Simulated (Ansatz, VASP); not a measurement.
## Pb: VASP beside Ansatz

```xyz
1
Lattice="0.0000 2.5210 2.5210 2.5210 0.0000 2.5210 2.5210 2.5210 0.0000" Properties=species:S:1:pos:R:3 pbc="T T T"
Pb    0.0000    0.0000    0.0000
```

Alike in both runs: task relaxation of cell and atoms; functional PBE; k mesh 16 × 16 × 16; occupations fermi-dirac, width 0.15 eV; no spin polarisation.

|  | VASP | Ansatz |
| --- | --- | --- |
| version | VASP 6.6.1 | Ansatz 0.2.0 |
| potentials or method | VASP PAW PBE potentials, release 64 (Pb_d), cutoff 600 eV | scalar-relativistic, plane waves, PAW |
| valence electrons in the cell | 14 | 14 |

|  | VASP | Ansatz | Ansatz less VASP |
| --- | --- | --- | --- |
| gap on the k mesh at the Fermi level, each at its own relaxed structure (eV) | none | none | - |
| relaxed volume (Å³/atom) | 32.02 | 32.03 | 0.000 |
| relaxed cell length with the largest relative difference (Å) | 3.565 | 3.565 | 0.0000 |

A gap of «none» marks a metal or a gap that the smearing closes.

Neither program's run includes spin-orbit coupling.
